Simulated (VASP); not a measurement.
# GaN in VASP: a series of runs

The runs below take GaN through single point, with PBE.

Everything below comes from runs of VASP 6.6.1. Logs are shortened: lines on timing, memory, paths and dates and some standing lists are left out, and cuts for length are marked.

## 1. The cell of the first run

The structure is trigonal, space group R3m (No. 160). The conventional cell has a = 3.180 Å, b = 3.180 Å, c = 7.752 Å, α = 90.00°, β = 90.00°, γ = 120.00°. Within 2.6 Å of Ga (site symmetry 3m) lie 4 N at 1.94 to 1.95 Å. Within 2.6 Å of N (site symmetry 3m) lie 4 Ga at 1.94 to 1.95 Å.

## 2. Single point, PBE (strain along [111] -0.5%)

Contents of INCAR:

```
ALGO = Normal
EDIFF = 1E-6
ENCUT = 520
GGA = PE
ISIF = 2
ISMEAR = -1
LASPH = True
LCHARG = False
LREAL = False
LWAVE = False
NBANDS = 16
NELM = 100
PREC = Accurate
SIGMA = 0.02
```

Contents of KPOINTS:

```
k-points
0
Gamma
  10 10 10
```

Contents of POSCAR:

```
GaN
1.0
   -0.0074965085      2.2414560331      2.2414560331
    2.2414560331     -0.0074965085      2.2414560331
    2.2414560331      2.2414560331     -0.0074965085
Ga N
1 1
Direct
   -0.0002488047     -0.0002488047     -0.0002488047
    0.2502488047      0.2502488047      0.2502488047
```

Potentials or basis: VASP PAW PBE potentials, release 64 (Ga_d, N).

Launch:

```bash
> cat potpaw_PBE.64/Ga_d/POTCAR potpaw_PBE.64/N/POTCAR > POTCAR
> mpirun -np 1 vasp_std > vasp.out
```

OUTCAR:

```text
EDIFF = 1E-6
   ENCUT = 520
   GGA = PE
   ISIF = 2
   ISMEAR = -1
   LASPH = True
   LREAL = False
   NELM = 100
   PREC = Accurate

 ion  position               nearest neighbor table
   1  1.000  1.000  1.000-   2 1.94   2 1.95   2 1.95   2 1.95
   2  0.250  0.250  0.250-   1 1.94   1 1.95   1 1.95   1 1.95

  LATTYP: Found a trigonal (rhomboedric) cell.
 ALAT       =     3.1699063857
 COS(alpha) =     0.4966527407

  Lattice vectors:

 A1 = (  -0.0074965085,   2.2414560331,   2.2414560331)
 A2 = (   2.2414560331,  -0.0074965085,   2.2414560331)
 A3 = (   2.2414560331,   2.2414560331,  -0.0074965085)

Analysis of symmetry for initial positions (statically):
=====================================================================
 Subroutine PRICEL returns:
 Original cell was already a primitive cell.

 Routine SETGRP: Setting up the symmetry group for a
 trigonal (rhombohedral) supercell.

 Subroutine GETGRP returns: Found  6 space group operations
 (whereof  6 operations were pure point group operations)
 out of a pool of 12 trial point group operations.

The static configuration has the point symmetry C_3v.

Analysis of symmetry for dynamics (positions and initial velocities):
=====================================================================
 Subroutine PRICEL returns:
 Original cell was already a primitive cell.

 Routine SETGRP: Setting up the symmetry group for a
 trigonal (rhombohedral) supercell.

 Subroutine GETGRP returns: Found  6 space group operations
 (whereof  6 operations were pure point group operations)
 out of a pool of 12 trial point group operations.

The dynamic configuration has the point symmetry C_3v.

 Subroutine INISYM returns: Found  6 space group operations
 (whereof  6 operations are pure point group operations),
 and found     1 'primitive' translations

----------------------------------------------------------------------------------------

                                     Primitive cell

  volume of cell :      22.6357

  direct lattice vectors                    reciprocal lattice vectors
    -0.007496509  2.241456033  2.241456033    -0.221953318  0.222698128  0.222698128
     2.241456033 -0.007496509  2.241456033     0.222698128 -0.221953318  0.222698128
     2.241456033  2.241456033 -0.007496509     0.222698128  0.222698128 -0.221953318

  length of vectors
     3.169906386  3.169906386  3.169906386     0.385294936  0.385294936  0.385294936

  position of ions in fractional coordinates (direct lattice)
     0.999751195  0.999751195  0.999751195
     0.250248805  0.250248805  0.250248805

  ion indices of the primitive-cell ions
   primitive index   ion index
                 1           1
                 2           2

----------------------------------------------------------------------------------------

 KPOINTS: k-points

Automatic generation of k-mesh.
 Grid dimensions read from file:
 generate k-points for:   10   10   10

 Generating k-lattice:

  Cartesian coordinates                     Fractional coordinates (reciprocal lattice)
    -0.022195332  0.022269813  0.022269813     0.100000000 -0.000000000 -0.000000000
     0.022269813 -0.022195332  0.022269813    -0.000000000  0.100000000 -0.000000000
     0.022269813  0.022269813 -0.022195332    -0.000000000 -0.000000000  0.100000000

  Length of vectors
     0.038529494  0.038529494  0.038529494

  Shift w.r.t. Gamma in fractional coordinates (k-lattice)
     0.000000000  0.000000000  0.000000000

 Subroutine IBZKPT returns following result:
 ===========================================

 Found    116 irreducible k-points:

 Following reciprocal coordinates:
            Coordinates               Weight
  0.000000  0.000000  0.000000      1.000000
  0.100000 -0.000000 -0.000000      6.000000
  0.200000 -0.000000 -0.000000      6.000000
  0.300000  0.000000  0.000000      6.000000
  0.400000  0.000000 -0.000000      6.000000
  0.500000 -0.000000 -0.000000      3.000000
[... 16 lines left out ...]
  0.300000  0.300000  0.000000      6.000000
  0.400000  0.300000 -0.000000     12.000000
 [... further k-points ...]
   k-points           NKPTS =    116   k-points in BZ     NKDIM =    116   number of bands    NBANDS=     16
   number of dos      NEDOS =    301   number of ions     NIONS =      2
   total plane-waves  NPLWV =  13824
   dimension x,y,z NGX =    24 NGY =   24 NGZ =   24
   dimension x,y,z NGXF=    48 NGYF=   48 NGZF=   48
   ions per type =               1   1
   NGX,Y,Z   is equivalent  to a cutoff of  12.59, 12.59, 12.59 a.u.
   NGXF,Y,Z  is equivalent  to a cutoff of  25.17, 25.17, 25.17 a.u.
 SYSTEM =  unknown system
   PREC   = accura    normal or accurate (medium, high low for compatibility)
   ISTART =      0    job   : 0-new  1-cont  2-samecut
   ICHARG =      2    charge: 1-file 2-atom 10-const
   ISPIN  =      1    spin polarized calculation?
   LNONCOLLINEAR =      F non collinear calculations
   LSORBIT =      F    spin-orbit coupling
   LASPH  =      T    aspherical Exc in radial PAW
   ENCUT  =  520.0 eV  38.22 Ry    6.18 a.u.   5.89  5.89  5.89*2*pi/ulx,y,z
   NELM   =    100;   NELMIN=  2; NELMDL= -5     # of ELM steps
   EDIFF  = 0.1E-05   stopping-criterion for ELM
   LREAL  =      F    real-space projection
   EDIFFG = 0.1E-04   stopping-criterion for IOM
   NSW    =      0    number of steps for IOM
   IBRION =     -1    ionic relax: 0-MD 1-quasi-New 2-CG
   NFREE  =      0    steps in history (QN), initial steepest desc. (CG)
   ISIF   =      2    stress and relaxation
   ISYM   =      2    0-nonsym 1-usesym 2-fastsym
   POTIM  = 0.5000    time-step for ionic-motion
   TEBEG  =    0.0;   TEEND  =   0.0 temperature during run
   PSTRESS=    0.0 pullay stress
   NELECT =      18.0000    total number of electrons
   NUPDOWN=      -1.0000    fix difference up-down
   EMIN   =  10.00;   EMAX   =-10.00  energy-range for DOS
   EFERMI =   0.00;   METHOD = LEGACY
   ISMEAR =    -1;   SIGMA  =   0.02  broadening in eV -4-tet -1-fermi 0-gaus
   EFERMI_NEDOS =   21; number of points for ismear=-14 and -15
   IALGO  =     38    algorithm
   IMIX   =      4    mixing-type and parameters
     AMIX     =   0.40;   BMIX     =  1.00
     AMIX_MAG =   1.60;   BMIX_MAG =  1.00
  volume/ion in A,a.u.               =      11.32        76.38
  Fermi-wavevector in a.u.,A,eV,Ry     =   1.516705  2.866156 31.298747  2.300393
  Thomas-Fermi vector in A             =   2.626059
   LORBIT       =      0    0 simple, 1 ext, 2 COOP (PROOUT), +10 PAW based schemes
   GGA     = PE    functional components
   LHFCALC =     F    Hartree Fock is set to
   AEXX    =    0.0000 exact exchange contribution
   IVDW    =     0    specifies the selected vdW correction
   LEPSILON=     F    determine dielectric tensor
   LRPA    =     F    only Hartree local field effects (RPA)
 non-spin polarized calculation
  energy-cutoff  :      520.00
  volume of cell :       22.64
 maximum number of plane-waves:       620
   NGX = 11   NGY = 11   NGZ = 11

 number of electron      18.0000011 magnetization

 Free energy of the ion-electron system (eV)
  ---------------------------------------------------
  ext. energy  EPLUGINS =         0.00000000
  ---------------------------------------------------
  free energy    TOTEN  =       -12.13301238 eV

  energy without entropy =      -12.13301238  energy(sigma->0) =      -12.13301238

 E-fermi :   5.8643     XC(G=0): -11.7263

 val. band max:        5.4241879839   @ k =   0.0000   0.0000   0.0000
 cond. band min:       7.1976755180   @ k =   0.0000   0.0000   0.0000
 fundamental gap:      1.7734875341
 Fermi energy:         5.8642574334

 k-point     1 :       0.0000    0.0000    0.0000
  band No.  band energies     occupation
      1     -10.6264      2.00000
      2      -8.0494      2.00000
      3      -8.0494      2.00000
      4      -8.0477      2.00000
      5      -7.7178      2.00000
      6      -7.7178      2.00000
[... 8 lines left out ...]
     15      24.3239      0.00000
     16      24.3273      0.00000

 k-point     2 :       0.1000   -0.0000   -0.0000
  band No.  band energies     occupation
      1     -10.5141      2.00000
      2      -8.0355      2.00000
      3      -8.0339      2.00000
      4      -8.0111      2.00000
      5      -7.7191      2.00000
      6      -7.7190      2.00000
[... 8 lines left out ...]
     15      23.0423      0.00000
     16      23.0940      0.00000

 k-point     3 :       0.2000   -0.0000   -0.0000
  band No.  band energies     occupation
      1     -10.2296      2.00000
      2      -8.0032      2.00000
      3      -8.0014      2.00000
      4      -7.8507      2.00000
      5      -7.7180      2.00000
      6      -7.7175      2.00000
[... 8 lines left out ...]
     15      22.2281      0.00000
     16      22.3158      0.00000

 k-point     4 :       0.3000    0.0000    0.0000
  band No.  band energies     occupation
      1      -9.9235      2.00000
      2      -7.9744      2.00000
      3      -7.9725      2.00000
      4      -7.7044      2.00000
      5      -7.7034      2.00000
      6      -7.4571      2.00000
[... 8 lines left out ...]
     15      22.7002      0.00000
     16      22.8262      0.00000
[... 324 lines left out ...]
 k-point    22 :      -0.2000    0.2000    0.0000
  band No.  band energies     occupation
      1      -9.8300      2.00000
      2      -7.9571      2.00000
      3      -7.9414      2.00000
      4      -7.7402      2.00000
      5      -7.7328      2.00000
      6      -7.2803      2.00000
[... 8 lines left out ...]
     15      22.8867      0.00000
     16      26.1161      0.00000

 k-point    23 :       0.3000    0.3000    0.0000
  band No.  band energies     occupation
      1      -9.7382      2.00000
      2      -7.8986      2.00000
      3      -7.8532      2.00000
      4      -7.8523      2.00000
      5      -7.6659      2.00000
      6      -7.2657      2.00000
[... 8 lines left out ...]
     15      27.5476      0.00000
     16      28.0497      0.00000

 k-point    24 :       0.4000    0.3000   -0.0000
  band No.  band energies     occupation
      1      -9.6148      2.00000
      2      -7.9170      2.00000
      3      -7.8174      2.00000
      4      -7.8166      2.00000
      5      -7.6554      2.00000
      6      -6.8094      2.00000
[... 8 lines left out ...]
     15      27.8833      0.00000
     16      27.9704      0.00000

 [... further k-points ...]

------------------------ aborting loop because EDIFF is reached ----------------------------------------

  FORCE on cell =-STRESS in cart. coord.  units (eV):
  Direction    XX          YY          ZZ          XY          YZ          ZX
  --------------------------------------------------------------------------------------
  -------------------------------------------------------------------------------------
  Total        1.0284036      1.0284036      1.0284036      0.0733544      0.0733544      0.0733544
  in kB       72.7914271     72.7914271     72.7914271      5.1920954      5.1920954      5.1920954
  external PRESSURE =      72.7914271 kB  Pullay stress =       0.0000000 kB

 VOLUME and BASIS-vectors are now :
 -----------------------------------------------------------------------------
  energy-cutoff  :      520.00
  volume of cell :       22.64
      direct lattice vectors                 reciprocal lattice vectors
    -0.007496509  2.241456033  2.241456033    -0.221953318  0.222698128  0.222698128
     2.241456033 -0.007496509  2.241456033     0.222698128 -0.221953318  0.222698128
     2.241456033  2.241456033 -0.007496509     0.222698128  0.222698128 -0.221953318

 POSITION                                       TOTAL-FORCE (eV/Angst)
 -----------------------------------------------------------------------------------
      4.47430      4.47430      4.47430        -0.002291     -0.002291     -0.002291
      1.11997      1.11997      1.11997         0.002291      0.002291      0.002291
 -----------------------------------------------------------------------------------
    total drift:                                0.000021      0.000021      0.000022

  FREE ENERGIE OF THE ION-ELECTRON SYSTEM (eV)
  ---------------------------------------------------
  free  energy   TOTEN  =       -12.1330123782 eV

  energy  without entropy=      -12.1330123782  energy(sigma->0) =      -12.13301238
```

Run time: 76 s. Hardware: 1 thread of AMD EPYC 7R13, shared host; peak memory 0.14 GiB.

Results:

```
Free energy            : -12.1330 eV
Pressure               : 7.3 GPa
Largest force          : 0.004 eV/Å
Band gap on the k mesh : 1.77 eV, direct
```

Forces on the atoms (eV/Å):
```
Ga  -0.002 -0.002 -0.002
N    0.002  0.002  0.002
```

Levels at points of the mesh, in eV from the valence-band top:
| k point | band 6 | band 7 | band 8 | band 9 | band 10 | band 11 | band 12 | band 13 |
| --- | --- | --- | --- | --- | --- | --- | --- | --- |
| (0.00, 0.00, 0.00) | -13.14 | -0.03 | -0.03 | 0.00 | 1.77 | 10.31 | 10.31 | 10.43 |
| (0.50, 0.00, 0.00) | -11.90 | -7.14 | -1.01 | -0.98 | 4.71 | 8.75 | 10.41 | 10.44 |
| (0.50, 0.50, 0.00) | -11.48 | -6.19 | -2.79 | -2.74 | 3.33 | 6.71 | 11.76 | 14.04 |
| (0.50, 0.50, 0.50) | -11.88 | -7.11 | -1.03 | -1.03 | 4.65 | 8.78 | 10.35 | 10.35 |

Caveat: the cell differs from its parent crystal (strain along [111] -0.5%).

## 3. Single point, PBE (strain -3.0%)

Contents of INCAR:

```
PREC = Accurate ; ENCUT = 520
EDIFF = 1E-7 ; ISMEAR = 0
SIGMA = 0.01 ; LREAL = False
LASPH = True ; NELM = 60
ALGO = Normal ; ISIF = 2
LWAVE = False ; LCHARG = False
GGA = PE ; NBANDS = 16
```

Contents of KPOINTS:

```
regular mesh
0
Gamma
  6 6 6
```

Contents of POSCAR:

```
GaN
1.0
    0.0000000000      2.1814839722      2.1814839722
    2.1814839722      0.0000000000      2.1814839722
    2.1814839722      2.1814839722      0.0000000000
Ga N
1 1
Direct
    0.0000000000      0.0000000000      0.0000000000
    0.2500000000      0.2500000000      0.2500000000
```

Potentials or basis: VASP PAW PBE potentials, release 64 (Ga_d, N).

Launch:

```bash
> cat potpaw_PBE.64/Ga_d/POTCAR potpaw_PBE.64/N/POTCAR > POTCAR
> mpirun -np 1 vasp_std > vasp.out
```

It took 3.6 s on 1 thread of Intel Xeon 6975P-C (Granite Rapids), shared host; peak memory 0.13 GiB.

The run converged. Its results:

| Property | Result |
| --- | --- |
| Free energy | -11.9301 eV |
| Pressure | 28.1 GPa |
| Band gap on the k mesh | 2.35 eV, direct |

Levels at points of the mesh, in eV from the valence-band top:
| k point | band 5 | band 6 | band 7 | band 8 | band 9 | band 10 | band 11 | band 12 | band 13 | band 14 |
| --- | --- | --- | --- | --- | --- | --- | --- | --- | --- | --- |
| (0.00, 0.00, 0.00) | -13.14 | -13.14 | 0.00 | 0.00 | 0.00 | 2.35 | 10.92 | 10.92 | 10.92 | 18.91 |
| (0.50, 0.00, 0.00) | -13.08 | -11.88 | -7.72 | -1.10 | -1.10 | 5.31 | 9.21 | 10.87 | 10.87 | 16.48 |
| (0.50, 0.50, 0.00) | -13.04 | -11.48 | -6.54 | -3.07 | -3.07 | 3.37 | 7.22 | 12.44 | 15.02 | 15.02 |

Caveat: the cell differs from its parent crystal (strain -3.0%).

[end of part 1 of 2]
